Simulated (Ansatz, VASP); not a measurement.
# Two plane-wave programs on B6As

File POSCAR:

```
B6As
1.0
    4.1619532476      0.0000000000      0.0000000000
    0.0000000000      4.1619532476      0.0000000000
    0.0000000000      0.0000000000      4.1619532476
B As
6 1
Direct
    0.5000000000      0.5000000000      0.1983957967
    0.5000000000      0.5000000000      0.8016042033
    0.1983957967      0.5000000000      0.5000000000
    0.8016042033      0.5000000000      0.5000000000
    0.5000000000      0.1983957967      0.5000000000
    0.5000000000      0.8016042033      0.5000000000
    0.0000000000      0.0000000000      0.0000000000
```

Contents of INCAR.step1:

```
PREC = Accurate
ENCUT = 550
ISMEAR = 0
SIGMA = 0.1
LREAL = False
LASPH = True
NELM = 120
GGA = PE
ALGO = Normal
EDIFF = 1E-5
LWAVE = True
LCHARG = False
GGA_COMPAT = False
IBRION = 2
ISIF = 3
EDIFFG = -0.005
NELMIN = 4
NSW = 100
```

Contents of INCAR.step2:

```
PREC = Accurate
ENCUT = 550
EDIFF = 1E-7
ISMEAR = 0
SIGMA = 0.1
LREAL = False
LASPH = True
NELM = 120
ALGO = Normal
ISIF = 3
LWAVE = False
LCHARG = False
METAGGA = R2SCAN
LMIXTAU = True
IBRION = 2
NSW = 100
EDIFFG = -0.01
ISTART = 1
GGA_COMPAT = False
NELMIN = 4
```

KPOINTS

```
regular mesh
0
Gamma
  10 10 10
```

Input for Ansatz:

```yaml
crystal:
  lattice:
    - [4.1619532476, 0.0, 0.0]
    - [0.0, 4.1619532476, 0.0]
    - [0.0, 0.0, 4.1619532476]
  atoms:
    - { symbol: B, position: [0.5, 0.5, 0.1983957967] }
    - { symbol: B, position: [0.5, 0.5, 0.8016042033] }
    - { symbol: B, position: [0.1983957967, 0.5, 0.5] }
    - { symbol: B, position: [0.8016042033, 0.5, 0.5] }
    - { symbol: B, position: [0.5, 0.1983957967, 0.5] }
    - { symbol: B, position: [0.5, 0.8016042033, 0.5] }
    - { symbol: As, position: [0.0, 0.0, 0.0] }
basis:
  ecutwfc: 500
kpoints:
  mp_grid: { grid: [10, 10, 10] }
hamiltonian:
  xc: r2scan
scf:
  occupations: { method: gaussian, width: 0.1 }
output:
  forces: true
  stress: true
  eigenvalues: true
  write_density: true
  write_potential: true
  elf: true
  volumetric_format: npy
relax:
  adjacent_minimum: "off"
  f_tol: 0.01
  max_steps: 80
  cell: { stress_tol: 0.05 }
```

Alike in both runs: task relaxation of cell and atoms; functional r2SCAN; k mesh 10 × 10 × 10; occupations gaussian, width 0.1 eV; no spin polarisation.

|  | VASP | Ansatz |
| --- | --- | --- |
| version | VASP 6.6.1 | Ansatz 0.2.0 |
| potentials or method | VASP PAW PBE potentials, release 64 (B, As), cutoff 550 eV | scalar-relativistic, plane waves, PAW |
| valence electrons in the cell | 23 | 33 |

Ansatz gave:

- gap on the k mesh at the Fermi level, each at its own relaxed structure (eV): none
- relaxed volume (Å³/atom): 10.24
- relaxed length of the cell vector where the two differ most in proportion (Å): 4.154

Task: Which values does VASP return?

Result: gap on the k mesh at the Fermi level, each at its own relaxed structure (eV): none; relaxed volume (Å³/atom): 10.23; relaxed length of the cell vector where the two differ most in proportion (Å): 4.153.

VASP's potentials were made for PBE, not for r2SCAN. A gap of «none» marks a metal or a gap that the smearing closes. VASP's potentials hold 23 valence electrons a cell and Ansatz's 33, so a difference there can come from the potentials and not from the codes.
